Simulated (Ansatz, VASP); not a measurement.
**One calculation of La, two programs**

INCAR

```
ALGO     = Fast           # electronic algorithm
EDIFF    = 1E-7           # SCF threshold, eV
ENCUT    = 520            # plane-wave cutoff, eV
GGA      = PS             # functional
ISIF     = 2              # what is computed and relaxed
ISMEAR   = 0              # smearing method
LASPH    = T              # aspherical terms in the spheres
LCHARG   = F              # write CHGCAR
LREAL    = F              # projectors in reciprocal space
LWAVE    = F              # write WAVECAR
NBANDS   = 30             # bands
NELM     = 100            # most SCF steps
PREC     = Accurate       # precision mode
SIGMA    = 0.15           # smearing width, eV
```

Contents of KPOINTS:

```
k-points
0
Gamma
  12 12 4
```

File POSCAR:

```
La
1.0
    3.6979000000      0.0000000000      0.0000000000
   -1.8489500000      3.2024753407      0.0000000000
    0.0000000000      0.0000000000     11.4298000000
La
4
Direct
    0.0000000000      0.0000000000      0.0000000000
    0.0000000000      0.0000000000      0.5000000000
    0.3333333333      0.6666666667      0.2500000000
    0.6666666667      0.3333333333      0.7500000000
```

Input for Ansatz:

```yaml
crystal:
  lattice:
    - [3.6979, 0.0, 0.0]
    - [-1.84895, 3.2024753407, 0.0]
    - [0.0, 0.0, 11.4298]
  atoms:
    - { symbol: La, position: [0.0, 0.0, 0.0] }
    - { symbol: La, position: [0.0, 0.0, 0.5] }
    - { symbol: La, position: [0.3333333333, 0.6666666667, 0.25] }
    - { symbol: La, position: [0.6666666667, 0.3333333333, 0.75] }
basis:
  ecutwfc: 420
kpoints:
  mp_grid: { grid: [12, 12, 4] }
hamiltonian:
  xc: pbesol
scf:
  occupations: { method: gaussian, width: 0.15 }
output:
  forces: true
  stress: true
  eigenvalues: true
  write_density: true
  write_potential: true
  elf: true
  volumetric_format: npy
```

Alike in both runs: task single point; functional PBEsol; k mesh 12 × 12 × 4; occupations gaussian, width 0.15 eV; no spin polarisation.

```csv
,VASP,Ansatz
version,VASP 6.6.1,Ansatz 0.2.0
potentials or method,"VASP PAW PBE potentials, release 64 (La), cutoff 520 eV","scalar-relativistic, plane waves, PAW"
valence electrons in the cell,44,44
```

```csv
,VASP,Ansatz,Ansatz less VASP
gap on the k mesh at the Fermi level (eV),none,none,-
pressure (GPa),0.3,0.2,-0.08
"traceless stress, the component that is largest in VASP (GPa)",1.45,1.45,-0.003
```

VASP's potentials were made for PBE, not for PBEsol. A gap of «none» marks a metal or a gap that the smearing closes.

Neither program's run includes spin-orbit coupling.
